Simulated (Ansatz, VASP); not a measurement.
## One calculation of CsAg, two programs

File INCAR:

```
SYSTEM = CsAg
ALGO = Normal ; EDIFF = 1E-6
EDIFFG = -0.04 ; ENCUT = 600
GGA = PE ; IBRION = 2
ISIF = 3 ; ISMEAR = 0
LASPH = .True. ; LCHARG = .False.
LREAL = .False. ; LWAVE = .False.
NELM = 60 ; NSW = 90
PREC = Accurate ; SIGMA = 0.1
```

File KPOINTS:

```
k-points
0
Gamma
  4 4 4
  0 0 0
```

The input POSCAR:

```
CsAg
1.0
    0.0000000000      3.3112531152      3.3112531152
    3.3112531152      0.0000000000      3.3112531152
    3.3112531152      3.3112531152      0.0000000000
Cs Ag
1 1
Direct
    0.0000000000      0.0000000000      0.0000000000
    0.7500000000      0.7500000000      0.7500000000
```

Input for Ansatz:

```yaml
crystal:
  lattice:
    - [0.0, 3.3112531152, 3.3112531152]
    - [3.3112531152, 0.0, 3.3112531152]
    - [3.3112531152, 3.3112531152, 0.0]
  atoms:
    - { symbol: Cs, position: [0.0, 0.0, 0.0] }
    - { symbol: Ag, position: [0.75, 0.75, 0.75] }
basis:
  ecutwfc: 420
kpoints:
  mp_grid: { grid: [4, 4, 4] }
hamiltonian:
  xc: pbe
scf:
  occupations: { method: gaussian, width: 0.1 }
  lower_state_search: "off"
output:
  forces: true
  stress: true
  eigenvalues: true
relax:
  adjacent_minimum: "off"
  f_tol: 0.04
  max_steps: 70
  cell: { stress_tol: 0.4 }
```

Alike in both runs: task relaxation of cell and atoms; functional PBE; k mesh 4 × 4 × 4; occupations gaussian, width 0.1 eV; no spin polarisation.

|  | VASP | Ansatz |
| --- | --- | --- |
| version | VASP 6.6.1 | Ansatz 0.2.0 |
| potentials or method | VASP PAW PBE potentials, release 64 (Cs_sv, Ag), cutoff 600 eV | scalar-relativistic, plane waves, PAW |
| valence electrons in the cell | 20 | 28 |

|  | VASP | Ansatz | Ansatz less VASP |
| --- | --- | --- | --- |
| gap on the k mesh at the Fermi level, each at its own relaxed structure (eV) | 1.81 | 1.81 | +0.004 |
| relaxed volume (Å³/atom) | 77.39 | 77.55 | +0.157 |
| relaxed cell length with the largest relative difference (Å) | 6.027 | 6.031 | +0.0041 |

VASP's potentials hold 20 valence electrons a cell and Ansatz's 28, so a difference there can come from the potentials and not from the codes.

Spin-orbit coupling is off throughout. Noted on VASP's run: the volume moved by over 15 % at a fixed basis, so the end points are rough.
